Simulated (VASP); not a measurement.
The system is La2O3.

```
La O
1.0
     6.26678    0.00000    0.00000
    -3.13339    5.42719    0.00000
     0.00000    0.00000    3.29977
La O
2 3
Direct
  0.66667 0.33333 0.50000
  0.33333 0.66667 0.50000
  0.50801 0.00000 0.00000
  0.00000 0.50801 0.00000
  0.49199 0.49199 0.00000
```

* Program: VASP 6.6.1
* Task: relaxation of cell and atoms
* Functional: revPBE
* Dispersion: D4
* Potentials or basis: VASP PAW PBE potentials, release 64 (La, O)
* Cutoff: 600 eV
* k mesh: 5 × 5 × 8
* Occupations: fermi-dirac, width 0.05 eV
* Spin: no spin polarisation

At the start: pressure 0.7 GPa; volume 22.45 Å³/atom.

**Question.** How do energy, volume and symmetry change on relaxing?

**Answer.** Over 9 steps the energy falls by 2.7 meV/atom and the volume is 22.75 Å³/atom (+1.4 %); space group P-62m (No. 189, to 0.1 Å) before, P6/mmm (No. 191, to 0.1 Å).

Step by step:
```tsv
step	energy change (eV)	largest force (eV/Å)	pressure (GPa)	volume (Å³)
1	0.0000	0.0442	0.70	112.23
2	-0.0099	0.0502	-0.16	113.83
3	-0.0099	0.0504	-0.16	113.85
4	-0.0103	0.0467	0.16	113.53
5	-0.0103	0.0467	0.09	113.60
6	-0.0108	0.0433	0.08	113.61
7	-0.0121	0.0348	0.07	113.65
8	-0.0135	0.0105	0.02	113.72
9	-0.0137	0.0019	0.00	113.75
```

Final structure:
```
La O
1.0
     6.32657    0.00000    0.00000
    -3.16329    5.47897    0.00000
     0.00000    0.00000    3.28161
La O
2 3
Direct
  0.66667 0.33333 0.50000
  0.33333 0.66667 0.50000
  0.50007 0.00000 0.00000
  0.00000 0.50007 0.00000
  0.49993 0.49993 0.00000
```

Caveat: the PAW data sets were made with another functional, which shifts forces and pressure a little.
